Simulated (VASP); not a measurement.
# TlF in VASP: single point with PBE

Aim: the single point of TlF with PBE.

All numbers are computed with VASP 6.6.1; they aren't measurements. Logs are shortened: lines on timing, memory, paths and dates and some standing lists are left out, and cuts for length are marked.

## (1) The cell of the first run

The cell holds a molecule in a box, 2 atoms: a = 9.000 Å, b = 9.000 Å, c = 11.100 Å, α = 90.00°, β = 90.00°, γ = 90.00°.

## (2) Single point, PBE

Contents of INCAR:

```
ALGO = Normal
EDIFF = 1E-6
ENCUT = 1010
GGA = PE
GGA_COMPAT = False
ISIF = 2
ISMEAR = 0
LASPH = True
LCHARG = True
LELF = True
LREAL = False
LVHAR = True
LWAVE = False
NBANDS = 17
NELM = 120
NELMDL = -8
PREC = Accurate
SIGMA = 0.01
```

Contents of KPOINTS:

```
k-points
0
Gamma
  1 1 1
```

Contents of POSCAR:

```
TlF
1.0
    9.0000000000      0.0000000000      0.0000000000
    0.0000000000      9.0000000000      0.0000000000
    0.0000000000      0.0000000000     11.1000000000
Tl F
1 1
Direct
    0.5000000000      0.5000000000      0.4054054100
    0.5000000000      0.5000000000      0.5949982000
```

Potentials or basis: VASP PAW PBE potentials, release 64 (Tl_d, F_h).

Run with:

```bash
cat potpaw_PBE.64/Tl_d/POTCAR potpaw_PBE.64/F_h/POTCAR > POTCAR
mpirun -np 1 vasp_gam > vasp.out
```

OUTCAR:

```text
EDIFF = 1E-6
   ENCUT = 1010
   GGA = PE
   ISIF = 2
   ISMEAR = 0
   LASPH = True
   LREAL = False
   NELM = 120
   NELMDL = -8
   PREC = Accurate

 ion  position               nearest neighbor table
   1  0.500  0.500  0.405-   2 2.10
   2  0.500  0.500  0.595-   1 2.10

  LATTYP: Found a simple tetragonal cell.
 ALAT       =     9.0000000000
 C/A-ratio  =     1.2333333333

  Lattice vectors:

 A1 = (   9.0000000000,   0.0000000000,   0.0000000000)
 A2 = (   0.0000000000,   9.0000000000,   0.0000000000)
 A3 = (   0.0000000000,   0.0000000000,  11.1000000000)

Analysis of symmetry for initial positions (statically):
=====================================================================
 Subroutine PRICEL returns:
 Original cell was already a primitive cell.

 Routine SETGRP: Setting up the symmetry group for a
 simple tetragonal supercell.

 Subroutine GETGRP returns: Found  8 space group operations
 (whereof  8 operations were pure point group operations)
 out of a pool of 16 trial point group operations.

The static configuration has the point symmetry C_4v.

Analysis of symmetry for dynamics (positions and initial velocities):
=====================================================================
 Subroutine PRICEL returns:
 Original cell was already a primitive cell.

 Routine SETGRP: Setting up the symmetry group for a
 simple tetragonal supercell.

 Subroutine GETGRP returns: Found  8 space group operations
 (whereof  8 operations were pure point group operations)
 out of a pool of 16 trial point group operations.

The dynamic configuration has the point symmetry C_4v.

 Subroutine INISYM returns: Found  8 space group operations
 (whereof  8 operations are pure point group operations),
 and found     1 'primitive' translations

----------------------------------------------------------------------------------------

                                     Primitive cell

  volume of cell :     899.1000

  direct lattice vectors                    reciprocal lattice vectors
     9.000000000  0.000000000  0.000000000     0.111111111  0.000000000  0.000000000
     0.000000000  9.000000000  0.000000000     0.000000000  0.111111111  0.000000000
     0.000000000  0.000000000 11.100000000     0.000000000  0.000000000  0.090090090

  length of vectors
     9.000000000  9.000000000 11.100000000     0.111111111  0.111111111  0.090090090

  position of ions in fractional coordinates (direct lattice)
     0.500000000  0.500000000  0.405405410
     0.500000000  0.500000000  0.594998200

  ion indices of the primitive-cell ions
   primitive index   ion index
                 1           1
                 2           2

----------------------------------------------------------------------------------------

 KPOINTS: k-points

Automatic generation of k-mesh.
 Grid dimensions read from file:
 generate k-points for:    1    1    1

 Generating k-lattice:

  Cartesian coordinates                     Fractional coordinates (reciprocal lattice)
     0.111111111  0.000000000  0.000000000     1.000000000  0.000000000  0.000000000
     0.000000000  0.111111111  0.000000000     0.000000000  1.000000000  0.000000000
     0.000000000  0.000000000  0.090090090     0.000000000  0.000000000  1.000000000

  Length of vectors
     0.111111111  0.111111111  0.090090090

  Shift w.r.t. Gamma in fractional coordinates (k-lattice)
     0.000000000  0.000000000  0.000000000

 Subroutine IBZKPT returns following result:
 ===========================================

 Found      1 irreducible k-points:

 Following reciprocal coordinates:
            Coordinates               Weight
  0.000000  0.000000  0.000000      1.000000
   k-points           NKPTS =      1   k-points in BZ     NKDIM =      1   number of bands    NBANDS=     17
   number of dos      NEDOS =    301   number of ions     NIONS =      2
   total plane-waves  NPLWV = ******
   dimension x,y,z NGX =    96 NGY =   96 NGZ =  120
   dimension x,y,z NGXF=   192 NGYF=  192 NGZF=  240
   ions per type =               1   1
   NGX,Y,Z   is equivalent  to a cutoff of  17.73, 17.73, 17.97 a.u.
   NGXF,Y,Z  is equivalent  to a cutoff of  35.47, 35.47, 35.95 a.u.
 SYSTEM =  unknown system
   PREC   = accura    normal or accurate (medium, high low for compatibility)
   ISTART =      0    job   : 0-new  1-cont  2-samecut
   ICHARG =      2    charge: 1-file 2-atom 10-const
   ISPIN  =      1    spin polarized calculation?
   LNONCOLLINEAR =      F non collinear calculations
   LSORBIT =      F    spin-orbit coupling
   LASPH  =      T    aspherical Exc in radial PAW
   ENCUT  = 1010.0 eV  74.23 Ry    8.62 a.u.  23.32 23.32 28.76*2*pi/ulx,y,z
   NELM   =    120;   NELMIN=  2; NELMDL= -8     # of ELM steps
   EDIFF  = 0.1E-05   stopping-criterion for ELM
   LREAL  =      F    real-space projection
   EDIFFG = 0.1E-04   stopping-criterion for IOM
   NSW    =      0    number of steps for IOM
   IBRION =     -1    ionic relax: 0-MD 1-quasi-New 2-CG
   NFREE  =      0    steps in history (QN), initial steepest desc. (CG)
   ISIF   =      2    stress and relaxation
   ISYM   =      2    0-nonsym 1-usesym 2-fastsym
   POTIM  = 0.5000    time-step for ionic-motion
   TEBEG  =    0.0;   TEEND  =   0.0 temperature during run
   PSTRESS=    0.0 pullay stress
   NELECT =      20.0000    total number of electrons
   NUPDOWN=      -1.0000    fix difference up-down
   EMIN   =  10.00;   EMAX   =-10.00  energy-range for DOS
   EFERMI =   0.00;   METHOD = LEGACY
   ISMEAR =     0;   SIGMA  =   0.01  broadening in eV -4-tet -1-fermi 0-gaus
   EFERMI_NEDOS =   21; number of points for ismear=-14 and -15
   IALGO  =     38    algorithm
   IMIX   =      4    mixing-type and parameters
     AMIX     =   0.40;   BMIX     =  1.00
     AMIX_MAG =   1.60;   BMIX_MAG =  1.00
  volume/ion in A,a.u.               =     449.55      3033.71
  Fermi-wavevector in a.u.,A,eV,Ry     =   0.460414  0.870057  2.884181  0.211981
  Thomas-Fermi vector in A             =   1.446866
   LORBIT       =      0    0 simple, 1 ext, 2 COOP (PROOUT), +10 PAW based schemes
   GGA     = PE    functional components
   LHFCALC =     F    Hartree Fock is set to
   AEXX    =    0.0000 exact exchange contribution
   IVDW    =     0    specifies the selected vdW correction
   LEPSILON=     F    determine dielectric tensor
   LRPA    =     F    only Hartree local field effects (RPA)
 non-spin polarized calculation
 Gauss-broadening in eV      SIGMA  =   0.01
  energy-cutoff  :     1010.00
  volume of cell :      899.10
 maximum number of plane-waves:     32731
 NGX is ok and might be reduce to    96
   NGX = 47   NGY = 47   NGZ = 57

 number of electron      20.0000002 magnetization

 Free energy of the ion-electron system (eV)
  ---------------------------------------------------
  ext. energy  EPLUGINS =         0.00000000
  ---------------------------------------------------
  free energy    TOTEN  =        -6.43138197 eV

  energy without entropy =       -6.43138197  energy(sigma->0) =       -6.43138197

 E-fermi :  -6.2147     XC(G=0):  -1.1278

 val. band max:       -6.2663360645   @ k =   0.0000   0.0000   0.0000
 cond. band min:      -1.7840548935   @ k =   0.0000   0.0000   0.0000
 fundamental gap:      4.4822811710
 Fermi energy:        -6.2147237895

 k-point     1 :       0.0000    0.0000    0.0000
  band No.  band energies     occupation
      1     -25.5545      2.00000
      2     -15.4132      2.00000
      3     -15.4132      2.00000
      4     -15.1802      2.00000
      5     -15.1802      2.00000
      6     -15.0976      2.00000
      7      -9.7634      2.00000
      8      -6.7331      2.00000
      9      -6.7331      2.00000
     10      -6.2663      2.00000
     11      -1.7841      0.00000
     12      -1.7841      0.00000
     13      -0.2855      0.00000
     14      -0.1114      0.00000
     15       1.1516      0.00000
     16       1.2346      0.00000
     17       1.8292      0.00000

------------------------ aborting loop because EDIFF is reached ----------------------------------------

  FORCE on cell =-STRESS in cart. coord.  units (eV):
  Direction    XX          YY          ZZ          XY          YZ          ZX
  --------------------------------------------------------------------------------------
  -------------------------------------------------------------------------------------
  Total        0.0304968      0.0304968      0.7121643      0.0000000      0.0000000      0.0000000
  in kB        0.0543447      0.0543447      1.2690619      0.0000000      0.0000000      0.0000000
  external PRESSURE =       0.4592504 kB  Pullay stress =       0.0000000 kB

 VOLUME and BASIS-vectors are now :
 -----------------------------------------------------------------------------
  energy-cutoff  :     1010.00
  volume of cell :      899.10
      direct lattice vectors                 reciprocal lattice vectors
     9.000000000  0.000000000  0.000000000     0.111111111  0.000000000  0.000000000
     0.000000000  9.000000000  0.000000000     0.000000000  0.111111111  0.000000000
     0.000000000  0.000000000 11.100000000     0.000000000  0.000000000  0.090090090

 POSITION                                       TOTAL-FORCE (eV/Angst)
 -----------------------------------------------------------------------------------
      4.50000      4.50000      4.50000         0.000000      0.000000     -0.386554
      4.50000      4.50000      6.60448         0.000000     -0.000000      0.386554
 -----------------------------------------------------------------------------------
    total drift:                                0.000000     -0.000000      0.001226

  FREE ENERGIE OF THE ION-ELECTRON SYSTEM (eV)
  ---------------------------------------------------
  free  energy   TOTEN  =        -6.4313819678 eV

  energy  without entropy=       -6.4313819678  energy(sigma->0) =       -6.43138197
```

Wall time 3.4 min (1 thread of Intel Xeon Platinum 8559C (Emerald Rapids), shared host); peak memory 1.5 GiB.

What came out:

```
Free energy                     : -6.4314 eV
Largest force                   : 0.387 eV/Å
Gap between the frontier levels : 4.48 eV
```

Forces on the atoms (eV/Å):
```
Tl   0.000  0.000 -0.387
F    0.000  0.000  0.387
```

Levels at points of the mesh, in eV from the valence-band top:
```csv
k point,band 6,band 7,band 8,band 9,band 10,band 11,band 12,band 13,band 14,band 15
"(0.00, 0.00, 0.00)",-8.83,-3.50,-0.47,-0.47,0.00,4.48,4.48,5.98,6.15,7.42
```

Caveat: spin-orbit coupling is left out, which moves the levels of the heavy elements.
